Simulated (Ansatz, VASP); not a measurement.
CdS in VASP and in Ansatz

The input INCAR:

```
SYSTEM = CdS
ALGO     = Normal         ! electronic algorithm
EDIFF    = 1E-6           ! SCF threshold, eV
ENCUT    = 500            ! plane-wave cutoff, eV
GGA      = PS             ! functional
GGA_COMPAT= .False.      
ISIF     = 2              ! what is computed and relaxed
ISMEAR   = 0              ! smearing method
LASPH    = .True.         ! aspherical terms in the spheres
LCHARG   = .True.         ! write CHGCAR
LELF     = .True.         ! ELF
LREAL    = .False.        ! projectors in reciprocal space
LVHAR    = .True.       
LWAVE    = .False.        ! write WAVECAR
NBANDS   = 16             ! bands
NELM     = 120            ! most SCF steps
PREC     = Accurate       ! precision mode
SIGMA    = 0.01           ! smearing width, eV
```

The input KPOINTS:

```
k-points
0
Gamma
  8 8 8
  0 0 0
```

File POSCAR:

```
CdS
1.0
    0.0000000000      2.8833750000      2.8833750000
    2.8833750000      0.0000000000      2.8833750000
    2.8833750000      2.8833750000      0.0000000000
Cd S
1 1
Direct
    0.0000000000      0.0000000000      0.0000000000
    0.2500000000      0.2500000000      0.2500000000
```

Input for Ansatz:

```yaml
crystal:
  lattice:
    - [0.0, 2.883375, 2.883375]
    - [2.883375, 0.0, 2.883375]
    - [2.883375, 2.883375, 0.0]
  atoms:
    - { symbol: Cd, position: [0.0, 0.0, 0.0] }
    - { symbol: S, position: [0.25, 0.25, 0.25] }
basis:
  ecutwfc: 420
kpoints:
  mp_grid: { grid: [8, 8, 8] }
  band_path:
    path:
      - [0.0, 0.0, 0.0]
      - [0.0, 0.0, 0.0]
      - [0.5, 0.5, 0.0]
      - [0.5, 0.5, 0.5]
      - [0.0055068406, 0.0055068406, 0.0]
      - [-0.0055068406, -0.0055068406, 0.0]
      - [0.0055068406, 0.0055068406, 0.0]
      - [-0.0055068406, -0.0055068406, 0.0]
    npoints: 1
hamiltonian:
  xc: pbesol
  pseudopotentials: { kind: paw, azcp: { folder: soft_1 } }
scf:
  occupations: { method: fixed }
  n_extra_bands: 5
output:
  forces: true
  stress: true
  eigenvalues: true
```

Alike in both runs: task single point; functional PBEsol; k mesh 8 × 8 × 8; no spin polarisation.

|  | VASP | Ansatz |
| --- | --- | --- |
| version | VASP 6.6.1 | Ansatz 0.2.0 |
| potentials or method | VASP PAW PBE potentials, release 64 (Cd, S), cutoff 500 eV | scalar-relativistic, plane waves, PAW |
| occupations | gaussian, width 0.01 eV | fixed |
| valence electrons in the cell | 18 | 26 |

Ansatz gave:

| Quantity | Value |
| --- | --- |
| gap on the k mesh at the Fermi level (eV) | 1.07 |
| least direct gap on the mesh (eV) | 1.07 |
| pressure (GPa) | 2.0 |

Which values does VASP return?

gap on the k mesh at the Fermi level (eV): 1.08; least direct gap on the mesh (eV): 1.08; pressure (GPa): 2.4.

VASP's potentials were made for PBE, not for PBEsol, and Ansatz warns of the same on its side. VASP's potentials hold 18 valence electrons a cell and Ansatz's 26, so a difference there can come from the potentials and not from the codes.
